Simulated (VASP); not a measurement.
Cu, 2 atoms in the cell. It takes space group P6_3/mmc (No. 194, hexagonal). Conventional cell: a = 2.310 Å, b = 2.310 Å, c = 4.903 Å, α = 90.00°, β = 90.00°, γ = 120.00°. Within 3.1 Å of Cu (site symmetry -6m2) lie 12 Cu at 2.31 to 2.79 Å. This isn't the form of Cu at room conditions, which is fcc. This cell differs from its parent crystal: ratio of the length along z to the lengths across it x 1.3, volume and fractional coordinates fixed.

* Program: VASP 6.6.1
* Task: single point
* Functional: PBEsol
* Potentials or basis: VASP PAW PBE potentials, release 64 (Cu)
* Cutoff: 520 eV
* k mesh: 30 × 30 × 16
* Occupations: gaussian, width 0.15 eV
* Spin: no spin polarisation
* Dipole correction: no
* Further INCAR settings: ALGO = Fast; EDIFF = 1e-07; NBANDS = 18

Potentials or basis: VASP PAW PBE potentials, release 64 (Cu).

The run is started by

```console
$ cat potpaw_PBE.64/Cu/POTCAR > POTCAR
$ mpirun -np 1 vasp_std > vasp.out
```

Hardware: 1 thread of Intel(R) Xeon(R) Platinum 8259CL CPU @ 2.50GHz (Skylake/Cascade Lake), on a shared host.

**Question.** How long does it take, and how much memory?

**Answer.** Run time: 4.9 min on 1 thread of Intel(R) Xeon(R) Platinum 8259CL CPU @ 2.50GHz (Skylake/Cascade Lake), on a shared host, peak memory 0.36 GiB. Counts: scf iterations 16, k points 819.
